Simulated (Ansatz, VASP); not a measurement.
## SiO2 in VASP and in Ansatz

```xyz
12
Lattice="4.9717 0.0000 0.0000 0.0000 4.9717 0.0000 0.0000 0.0000 6.9223" Properties=species:S:1:pos:R:3 pbc="T T T"
Si    1.5182    1.5182    0.0000
Si    0.9677    4.0040    1.7306
Si    3.4535    3.4535    3.4611
Si    4.0040    0.9677    5.1917
O     1.1768    0.5806    1.2836
O     1.9053    3.6626    3.0141
O     3.7949    4.3911    4.7447
O     3.0664    1.3091    6.4753
O     3.6626    1.9053    3.9082
O     4.3911    3.7949    2.1776
O     1.3091    3.0664    0.4470
O     0.5806    1.1768    5.6387
```

Alike in both runs: task electric field gradients; functional r2SCAN; k mesh 5 × 5 × 4; occupations fermi-dirac, width 0.02 eV; no spin polarisation.

|  | VASP | Ansatz |
| --- | --- | --- |
| version | VASP 6.6.1 | Ansatz 0.2.0 |
| potentials or method | VASP PAW PBE potentials, release 64 (Si, O) | plane-wave PAW, scalar-relativistic |
| plane-wave cutoff (eV) | 520 | 500 |
| valence electrons in the cell | 64 | 64 |

|  | VASP | Ansatz | Ansatz less VASP |
| --- | --- | --- | --- |
| gap on the k mesh at the Fermi level (eV) | 6.26 | 6.26 | 0.000 |
| pressure (GPa) | -3.3 | -3.5 | -0.19 |
| traceless stress, the component that is largest in VASP (GPa) | -0.49 | -0.46 | +0.026 |
| rms of the force components (eV/Å) | 0.142 | 0.141 | -0.0011 |
| size of Vzz on the site where it differs most (V/Å²) | 88.6 | 93.1 | +4.57 |

VASP's potentials were made for PBE, not for r2SCAN. Atom by atom the forces differ by 0.009 eV/Å (rms over components). With one functional, cell and mesh, what is left measures potentials, basis and numerics.
